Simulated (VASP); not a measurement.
Here is a VASP 6.6.1 calculation.

Contents of INCAR:

```
PREC = Accurate ; ENCUT = 500
EDIFF = 1E-6 ; ISMEAR = -1
SIGMA = 0.05 ; LREAL = F
LASPH = T ; NELM = 120
ALGO = Normal ; ISIF = 2
LWAVE = F ; LCHARG = F
GGA = PS ; NBANDS = 11
GGA_COMPAT = F
```

The input KPOINTS:

```
Automatic mesh
0
Gamma
  12 12 12
```

Contents of POSCAR:

```
Pd
1.0
   -1.6351722400      1.6351722400      1.5722810000
    1.6351722400     -1.6351722400      1.5722810000
    1.6351722400      1.6351722400     -1.5722810000
Pd
1
Direct
    0.0000000000      0.0000000000      0.0000000000
```

Potentials or basis: VASP PAW PBE potentials, release 64 (Pd).

Run with:

```bash
$ cat potpaw_PBE.64/Pd/POTCAR > POTCAR
$ mpirun -np 1 vasp_std > vasp.out
```

(1) Predict the pressure.

(2) Estimate the band gap on the k mesh.

Results:

(1) -19.0 GPa.

(2) zero (bands 5 and 6 overlap by 1.30 eV).

Caveat: the cell stands under tension; the PAW data sets were made with another functional, which shifts forces and pressure a little.
